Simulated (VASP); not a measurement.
# Mg3S2 in VASP: notebook

The runs below take Mg3S2 through single point, with PBE.

Everything below comes from runs of VASP 6.6.1. Logs are shortened: lines on timing, memory, paths and dates and some standing lists are left out, and cuts for length are marked.

### 1 The cell of the first run

The typed cell holds 10 atoms: a = 3.650 Å, b = 3.650 Å, c = 17.312 Å, α = 90.00°, β = 89.98°, γ = 120.00°.

### 2 Single point, PBE

INCAR reads:

```
SYSTEM = Mg3S2
PREC = Accurate
ENCUT = 520
EDIFF = 1E-6
ISMEAR = 0
SIGMA = 0.1
LREAL = .FALSE.
LASPH = .TRUE.
NELM = 80
ALGO = Normal
ISIF = 2
LWAVE = .FALSE.
LCHARG = .FALSE.
GGA = PE
NBANDS = 29
```

KPOINTS reads:

```
regular mesh
0
G
  10 10 2
  0 0 0
```

POSCAR reads:

```
Mg3S2
1.0
    3.6500427516     -0.0003585808      0.0120262539
   -1.8247282116      3.1609368107      0.0004485712
   -0.0498449795     -0.0311707177     17.3122566159
Mg S
6 4
Direct
    0.5829105254      0.4162613778      0.1765616920
    0.9164739529      0.0834218528      0.6765655788
    0.2502151106      0.7497935887      0.8234651628
    0.2507052531      0.7506572383      0.3234687469
    0.9164153863      0.0829266559      0.9994349218
    0.5835030051      0.4170403557      0.4994391918
    0.2494911049      0.7494736530      0.0883068805
    0.2498883437      0.7502335622      0.5883023425
    0.9170919811      0.0838214136      0.4122257543
    0.5833053368      0.4163703018      0.9122297287
```

Potentials or basis: VASP PAW PBE potentials, release 64 (Mg, S).

Launch:

```
$ cat potpaw_PBE.64/Mg/POTCAR potpaw_PBE.64/S/POTCAR > POTCAR
$ mpirun -np 1 vasp_std > vasp.out
```

OUTCAR:

```text
SYSTEM = Mg3S2
   PREC = Accurate
   ENCUT = 520
   EDIFF = 1E-6
   ISMEAR = 0
   LREAL = .FALSE.
   LASPH = .TRUE.
   NELM = 80
   ISIF = 2
   GGA = PE

 ion  position               nearest neighbor table
   1  0.583  0.416  0.177-   7 2.60   7 2.60   7 2.60   4 3.30   4 3.30   4 3.31
   2  0.916  0.083  0.677-   8 2.60   8 2.60   8 2.60   3 3.30   3 3.30   3 3.30
   3  0.250  0.750  0.823-  10 2.61  10 2.61  10 2.61   2 3.30   2 3.30   2 3.30
   4  0.251  0.751  0.323-   9 2.61   9 2.61   9 2.61   1 3.30   1 3.30   1 3.31
   5  0.916  0.083  0.999-  10 2.59  10 2.59  10 2.59   7 2.61   7 2.61   7 2.61
   6  0.584  0.417  0.499-   9 2.59   9 2.59   9 2.59   8 2.61   8 2.61   8 2.61
   7  0.249  0.749  0.088-   1 2.60   1 2.60   1 2.60   5 2.61   5 2.61   5 2.61
   8  0.250  0.750  0.588-   2 2.60   2 2.60   2 2.60   6 2.61   6 2.61   6 2.61
   9  0.917  0.084  0.412-   6 2.59   6 2.59   6 2.59   4 2.61   4 2.61   4 2.61
  10  0.583  0.416  0.912-   5 2.59   5 2.59   5 2.59   3 2.61   3 2.61   3 2.61

  LATTYP: Found a base centered monoclinic cell.
 ALAT       =    35.2001255880
 B/A-ratio  =     0.1036875766
 C/A-ratio  =     0.4918265530
 COS(beta)  =    -0.9837396564

  Lattice vectors:

 A1 = (  -3.6001977721,   0.0315292985, -17.3242828698)
 A2 = (  -1.7754695605,  -3.1294075122, -17.3247314410)
 A3 = (  -0.0498449795,  -0.0311707177,  17.3122566159)

Analysis of symmetry for initial positions (statically):
=====================================================================
 Subroutine PRICEL returns:
 Original cell was already a primitive cell.

 Routine SETGRP: Setting up the symmetry group for a
 base centered monoclinic supercell.

 Subroutine GETGRP returns: Found  1 space group operations
 (whereof  1 operations were pure point group operations)
 out of a pool of  4 trial point group operations.

The static configuration has the point symmetry C_1 .

Analysis of symmetry for dynamics (positions and initial velocities):
=====================================================================
 Subroutine PRICEL returns:
 Original cell was already a primitive cell.

 Routine SETGRP: Setting up the symmetry group for a
 base centered monoclinic supercell.

 Subroutine GETGRP returns: Found  1 space group operations
 (whereof  1 operations were pure point group operations)
 out of a pool of  4 trial point group operations.

The dynamic configuration has the point symmetry C_1 .

 Subroutine INISYM returns: Found  1 space group operations
 (whereof  1 operations are pure point group operations),
 and found     1 'primitive' translations

----------------------------------------------------------------------------------------

                                     Primitive cell

  volume of cell :     199.7324

  direct lattice vectors                    reciprocal lattice vectors
     3.650042752 -0.000358581  0.012026254     0.273981394  0.158162320  0.001073611
    -1.824728212  3.160936811  0.000448571     0.000029204  0.316378686  0.000569724
    -0.049844979 -0.031170718 17.312256616    -0.000190327 -0.000118068  0.057761784

  length of vectors
     3.650062581  3.649815717 17.312356433     0.316357830  0.316379200  0.057762219

  position of ions in fractional coordinates (direct lattice)
     0.582910525  0.416261378  0.176561692
     0.916473953  0.083421853  0.676565579
     0.250215111  0.749793589  0.823465163
     0.250705253  0.750657238  0.323468747
     0.916415386  0.082926656  0.999434922
     0.583503005  0.417040356  0.499439192
     0.249491105  0.749473653  0.088306880
     0.249888344  0.750233562  0.588302343
     0.917091981  0.083821414  0.412225754
     0.583305337  0.416370302  0.912229729

  ion indices of the primitive-cell ions
   primitive index   ion index
                 1           1
                 2           2
                 3           3
                 4           4
                 5           5
                 6           6
                 7           7
                 8           8
                 9           9
                10          10

----------------------------------------------------------------------------------------

 KPOINTS: regular mesh

Automatic generation of k-mesh.
 Grid dimensions read from file:
 generate k-points for:   10   10    2

 Generating k-lattice:

  Cartesian coordinates                     Fractional coordinates (reciprocal lattice)
     0.027398139  0.015816232  0.000107361     0.100000000  0.000000000  0.000000000
     0.000002920  0.031637869  0.000056972     0.000000000  0.100000000  0.000000000
    -0.000095163 -0.000059034  0.028880892    -0.000000000  0.000000000  0.500000000

  Length of vectors
     0.031635783  0.031637920  0.028881109

  Shift w.r.t. Gamma in fractional coordinates (k-lattice)
     0.000000000  0.000000000  0.000000000

 Subroutine IBZKPT returns following result:
 ===========================================

[... 43 lines left out ...]
   NELECT =      36.0000    total number of electrons
   NUPDOWN=      -1.0000    fix difference up-down
   EMIN   =  10.00;   EMAX   =-10.00  energy-range for DOS
   EFERMI =   0.00;   METHOD = LEGACY
   ISMEAR =     0;   SIGMA  =   0.10  broadening in eV -4-tet -1-fermi 0-gaus
   EFERMI_NEDOS =   21; number of points for ismear=-14 and -15
   IALGO  =     38    algorithm
   IMIX   =      4    mixing-type and parameters
     AMIX     =   0.40;   BMIX     =  1.00
     AMIX_MAG =   1.60;   BMIX_MAG =  1.00
  volume/ion in A,a.u.               =      19.97       134.79
  Fermi-wavevector in a.u.,A,eV,Ry     =   0.924754  1.747531 11.635290  0.855170
  Thomas-Fermi vector in A             =   2.050534
   LORBIT       =      0    0 simple, 1 ext, 2 COOP (PROOUT), +10 PAW based schemes
   GGA     = PE    functional components
   LHFCALC =     F    Hartree Fock is set to
   AEXX    =    0.0000 exact exchange contribution
   IVDW    =     0    specifies the selected vdW correction
   LEPSILON=     F    determine dielectric tensor
   LRPA    =     F    only Hartree local field effects (RPA)
 non-spin polarized calculation
 Gauss-broadening in eV      SIGMA  =   0.10
  energy-cutoff  :      520.00
  volume of cell :      199.73
 maximum number of plane-waves:      5402
   NGX = 13   NGY = 13   NGZ = 65

 number of electron      35.9999997 magnetization

 Free energy of the ion-electron system (eV)
  ---------------------------------------------------
  ext. energy  EPLUGINS =         0.00000000
  ---------------------------------------------------
  free energy    TOTEN  =       -35.82033970 eV

  energy without entropy =      -35.81489128  energy(sigma->0) =      -35.81761549

 E-fermi :   4.3929     XC(G=0):  -9.1134

 val. band max:        4.3858375399   @ k =   0.3000   0.4000  -0.0000
 cond. band min:       4.4309181062   @ k =  -0.0000   0.5000   0.5000
 fundamental gap:      0.0450805663
 Fermi energy:         4.3928727855

 k-point     1 :       0.0000    0.0000    0.0000
  band No.  band energies     occupation
      1      -9.9340      2.00000
      2      -9.9206      2.00000
      3      -9.3195      2.00000
      4      -9.2991      2.00000
      5      -2.1907      2.00000
      6      -1.6659      2.00000
[... 21 lines left out ...]
     28       9.9847      0.00000
     29      10.6146      0.00000

 k-point     2 :       0.1000   -0.0000   -0.0000
  band No.  band energies     occupation
      1      -9.8517      2.00000
      2      -9.8387      2.00000
      3      -9.2546      2.00000
      4      -9.2352      2.00000
      5      -2.0708      2.00000
      6      -1.5648      2.00000
[... 21 lines left out ...]
     28      10.1704      0.00000
     29      10.1894      0.00000

 k-point     3 :       0.2000   -0.0000   -0.0000
  band No.  band energies     occupation
      1      -9.6193      2.00000
      2      -9.6079      2.00000
      3      -9.0776      2.00000
      4      -9.0612      2.00000
      5      -1.7235      2.00000
      6      -1.2857      2.00000
[... 638 lines left out ...]
      5      -1.0554      2.00000
      6      -1.0278      2.00000
[... 21 lines left out ...]
     28       9.2575      0.00000
     29       9.4298      0.00000

 k-point    24 :      -0.3000    0.2000   -0.0000
  band No.  band energies     occupation
      1      -9.4100      2.00000
      2      -9.4000      2.00000
      3      -8.9273      2.00000
      4      -8.9136      2.00000
      5      -1.4021      2.00000
      6      -1.0669      2.00000
[... 21 lines left out ...]
     28       9.4455      0.00000
     29       9.5680      0.00000

 [... further k-points ...]
[... 5 lines left out ...]
  --------------------------------------------------------------------------------------
  -------------------------------------------------------------------------------------
  Total       -0.2805486     -0.2781559     -0.2873299      0.0002265     -0.0015713     -0.0022303
  in kB       -2.2504540     -2.2312610     -2.3048510      0.0018167     -0.0126043     -0.0178909
  external PRESSURE =      -2.2621887 kB  Pullay stress =       0.0000000 kB

 VOLUME and BASIS-vectors are now :
 -----------------------------------------------------------------------------
  energy-cutoff  :      520.00
  volume of cell :      199.73
      direct lattice vectors                 reciprocal lattice vectors
     3.650042752 -0.000358581  0.012026254     0.273981394  0.158162320  0.001073611
    -1.824728212  3.160936811  0.000448571     0.000029204  0.316378686  0.000569724
    -0.049844979 -0.031170718 17.312256616    -0.000190327 -0.000118068  0.057761784

 POSITION                                       TOTAL-FORCE (eV/Angst)
 -----------------------------------------------------------------------------------
      1.35928      1.31006      3.06388        -0.000255     -0.000021     -0.002758
      3.15922      0.24227     11.72394        -0.000076     -0.000003     -0.003138
     -0.49592      2.34429     14.25939        -0.000355      0.000047      0.005503
     -0.47078      2.36261      5.60333        -0.000350     -0.000432      0.005188
      3.14382      0.23064     17.31353        -0.000030      0.000126     -0.001603
      1.34393      1.30246      8.65362         0.000066     -0.000174     -0.002067
     -0.46133      2.36620      1.53213         0.000549      0.000261     -0.004545
     -0.48619      2.35301     10.18818         0.000514      0.000105     -0.004006
      3.17393      0.25178      7.14762        -0.000143      0.000196      0.003903
      1.32386      1.28748     15.79996         0.000079     -0.000104      0.003523
 -----------------------------------------------------------------------------------
    total drift:                               -0.000038     -0.000007      0.001358

  FREE ENERGIE OF THE ION-ELECTRON SYSTEM (eV)
  ---------------------------------------------------
  free  energy   TOTEN  =       -35.8203397001 eV

  energy  without entropy=      -35.8148912803  energy(sigma->0) =      -35.81761549
```

It took 7 min on 1 thread of Intel Xeon Platinum 8488C (Sapphire Rapids), shared host; peak memory 0.63 GiB.

What came out:

| Item | Value |
| --- | --- |
| Free energy | -35.8203 eV |
| Pressure | -0.2 GPa |
| Largest force | 0.006 eV/Å |
| Band gap on the k mesh | zero (band 18 reaches 4.39 eV, above the bottom of band 19 at 4.35 eV) |

Forces in eV/Å, atoms in the order of the input:
```
Mg   0.000  0.000 -0.003
Mg   0.000  0.000 -0.003
Mg   0.000  0.000  0.006
Mg   0.000  0.000  0.005
Mg   0.000  0.000 -0.002
Mg   0.000  0.000 -0.002
S    0.001  0.000 -0.005
S    0.001  0.000 -0.004
S    0.000  0.000  0.004
S    0.000  0.000  0.004
```

Levels at points of the mesh, in eV from the Fermi level:
| k point | band 14 | band 15 | band 16 | band 17 | band 18 | band 19 | band 20 | band 21 | band 22 | band 23 |
| --- | --- | --- | --- | --- | --- | --- | --- | --- | --- | --- |
| (0.00, 0.00, 0.00) | -1.99 | -1.99 | -1.99 | -1.98 | -1.43 | 1.31 | 2.69 | 2.98 | 3.00 | 3.90 |
| (0.50, 0.00, 0.00) | -3.27 | -2.77 | -2.76 | -0.87 | -0.50 | -0.04 | 0.39 | 1.65 | 1.97 | 2.61 |
| (0.00, 0.50, 0.00) | -3.27 | -2.77 | -2.76 | -0.87 | -0.50 | -0.04 | 0.38 | 1.65 | 1.97 | 2.61 |
| (0.50, 0.50, 0.00) | -3.27 | -2.77 | -2.76 | -0.87 | -0.50 | -0.04 | 0.39 | 1.65 | 1.97 | 2.61 |
| (0.00, 0.00, 0.50) | -2.10 | -1.99 | -1.99 | -1.99 | -1.99 | 1.97 | 1.97 | 2.99 | 2.99 | 4.27 |
| (0.50, 0.00, 0.50) | -3.27 | -2.76 | -2.76 | -0.64 | -0.63 | 0.04 | 0.04 | 2.00 | 2.00 | 2.73 |
| (0.00, 0.50, 0.50) | -3.27 | -2.77 | -2.77 | -0.63 | -0.63 | 0.04 | 0.04 | 2.00 | 2.00 | 2.73 |
| (0.50, 0.50, 0.50) | -3.27 | -2.76 | -2.76 | -0.64 | -0.63 | 0.04 | 0.04 | 2.00 | 2.00 | 2.73 |

### 3 Single point, PBE (volume scaled by 0.94, then relaxed in part)

INCAR reads:

```
SYSTEM = Mg3S2
ALGO = Normal ; EDIFF = 1E-6
ENCUT = 520 ; GGA = PE
ISIF = 2 ; ISMEAR = 0
LASPH = .TRUE. ; LCHARG = .FALSE.
LREAL = .FALSE. ; LWAVE = .FALSE.
NBANDS = 29 ; NELM = 80
PREC = Accurate ; SIGMA = 0.1
```

KPOINTS reads:

```
k-points
0
G
  10 10 2
  0 0 0
```

POSCAR reads:

```
Mg3S2
1.0
    3.5714250770     -0.0003461265      0.0110680079
   -1.7854216143      3.0931043360      0.0004270867
   -0.0522662030     -0.0325919829     16.9914754481
Mg S
6 4
Direct
    0.5832754606      0.4166041818      0.1779031727
    0.9166655729      0.0833686935      0.6779071996
    0.2499886201      0.7499450051      0.8220124738
    0.2500724894      0.7500858826      0.3220158499
    0.9166252849      0.0832612837      0.9994434711
    0.5833772235      0.4167391797      0.4994490001
    0.2499405311      0.7499220393      0.0890209997
    0.2500207052      0.7500572548      0.5890261820
    0.9167290697      0.0834199622      0.4116132979
    0.5833050426      0.4165965172      0.9116083532
```

Potentials or basis: VASP PAW PBE potentials, release 64 (Mg, S).

Launch:

```
$ cat potpaw_PBE.64/Mg/POTCAR potpaw_PBE.64/S/POTCAR > POTCAR
$ mpirun -np 1 vasp_std > vasp.out
```

Run time: 8.1 min. Hardware: 1 thread of Oxide Virtual Turin-like, shared host; peak memory 0.56 GiB.

The run converged. Its results:

| Quantity | Value |
| --- | --- |
| Free energy | -35.6973 eV |
| Pressure | 3.6 GPa |
| Largest force | 0.011 eV/Å |
| Band gap on the k mesh | zero (filled and empty bands touch) |

Forces on the atoms (eV/Å):
```
Mg   0.000  0.000 -0.007
Mg   0.000  0.000 -0.007
Mg   0.000  0.000  0.011
Mg   0.000  0.000  0.011
Mg   0.000  0.000 -0.002
Mg   0.000  0.000 -0.002
S    0.000  0.000  0.002
S    0.000  0.000  0.002
S    0.000  0.000 -0.004
S    0.000  0.000 -0.004
```

Stress tensor (GPa, compression positive):
```
3.66 0.00 0.00
0.00 3.66 0.00
0.00 0.00 3.54
```

Levels at points of the mesh, in eV from the Fermi level:
```
           k point  band 15  band 16  band 17  band 18  band 19  band 20  band 21  band 22
(0.00, 0.00, 0.00)    -1.88    -1.87    -1.87    -1.42     1.72     3.08     3.29     3.45
(0.50, 0.00, 0.00)    -2.74    -2.73    -0.88    -0.54    -0.01     0.39     1.85     2.15
(0.50, 0.50, 0.00)    -2.74    -2.73    -0.88    -0.54    -0.01     0.39     1.85     2.15
(0.00, 0.50, 0.00)    -2.74    -2.73    -0.88    -0.54    -0.01     0.39     1.85     2.15
(0.00, 0.00, 0.50)    -1.87    -1.87    -1.87    -1.87     2.40     2.40     3.29     3.29
(0.50, 0.00, 0.50)    -2.74    -2.74    -0.64    -0.64     0.04     0.04     2.19     2.19
(0.50, 0.50, 0.50)    -2.74    -2.74    -0.64    -0.64     0.04     0.04     2.19     2.19
(0.00, 0.50, 0.50)    -2.74    -2.74    -0.64    -0.64     0.04     0.04     2.19     2.19
```

### 4 Single point, PBE

INCAR reads:

```
  PREC = Accurate
  ENCUT = 520
  EDIFF = 1E-6
  ISMEAR = 0
  SIGMA = 0.1
  LREAL = F
  LASPH = T
  NELM = 60
  ALGO = Normal
  ISIF = 2
  LWAVE = F
  LCHARG = F
  GGA = PE
  NBANDS = 29
```

KPOINTS reads:

```
regular mesh
0
Gamma
  10 10 2
```

POSCAR reads:

```
Mg3S2
1.0
    3.6496152360     -0.0003892408      0.0122649265
   -1.8245411317      3.1604641254      0.0004712783
   -0.0487054868     -0.0303867856     17.3118666138
Mg S
6 4
Direct
    0.5827587907      0.4160551403      0.1765729704
    0.9164422932      0.0835298600      0.6765844149
    0.2502329211      0.7496771363      0.8234466702
    0.2509236559      0.7508864421      0.3234559639
    0.9163252794      0.0827607785      0.9994285085
    0.5835779085      0.4172044370      0.4994385562
    0.2493494788      0.7492861666      0.0883227214
    0.2498873125      0.7503609799      0.5883169028
    0.9172357904      0.0840034039      0.4122147641
    0.5832665694      0.4162356552      0.9122185276
```

Launch:

```
$ cat potpaw_PBE.64/Mg/POTCAR potpaw_PBE.64/S/POTCAR > POTCAR
$ mpirun -np 1 vasp_std > vasp.out
```

Run time: 7.1 min. Hardware: 1 thread of Oxide Virtual Turin-like, shared host; peak memory 0.6 GiB.

It converged, with:

```
Free energy            : -35.8204 eV
Pressure               : -0.2 GPa
Largest force          : 0.006 eV/Å
Band gap on the k mesh : zero (band 18 reaches 4.39 eV, above the bottom of band 19 at 4.36 eV)
```

Forces on the atoms (eV/Å):
```
Mg   0.000  0.000 -0.003
Mg   0.000  0.000 -0.004
Mg   0.000  0.000  0.006
Mg   0.000 -0.001  0.006
Mg   0.000  0.000 -0.001
Mg   0.000  0.000 -0.002
S    0.001  0.000 -0.006
S    0.001  0.000 -0.005
S    0.000  0.000  0.005
S    0.000  0.000  0.004
```

Levels at points of the mesh, in eV from the Fermi level:
```csv
k point,band 16,band 17,band 18,band 19,band 20,band 21
"(0.00, 0.00, 0.00)",-1.98,-1.98,-1.43,1.31,2.69,2.99
"(0.50, 0.00, 0.00)",-2.76,-0.87,-0.50,-0.04,0.39,1.65
"(0.00, 0.50, 0.00)",-2.76,-0.87,-0.50,-0.04,0.38,1.66
"(0.50, 0.50, 0.00)",-2.76,-0.87,-0.50,-0.04,0.39,1.66
"(0.00, 0.00, 0.50)",-1.99,-1.98,-1.98,1.97,1.97,2.99
"(0.50, 0.00, 0.50)",-2.76,-0.64,-0.63,0.04,0.05,2.00
"(0.00, 0.50, 0.50)",-2.76,-0.63,-0.63,0.04,0.04,2.00
"(0.50, 0.50, 0.50)",-2.76,-0.64,-0.63,0.04,0.04,2.00
```

### 5 Overview

```tsv
cell	gap on the mesh (eV)	pressure (GPa)	largest force (eV/Å)
a = 3.650, b = 3.650, c = 17.312 Å, angles 90.0, 90.0, 120.0°, 10 atoms	none	-0.2	0.01
a = 3.571, b = 3.571, c = 16.992 Å, angles 90.0, 90.0, 120.0°, 10 atoms	none	3.6	0.01
a = 3.650, b = 3.649, c = 17.312 Å, angles 90.0, 90.0, 120.0°, 10 atoms	none	-0.2	0.01
```

Some of these runs hold the atoms at other places in the same cell, which the table doesn't show; runs alike in all that it shows share one row.

Alike in all rows: task single point; level PBE; potentials or basis VASP PAW PBE potentials, release 64 (Mg, S); no spin polarisation; k mesh 10 × 10 × 2; cutoff (eV) 520; smearing gaussian 0.1 eV.

Absolute energies hang on the potentials; compare differences alone.
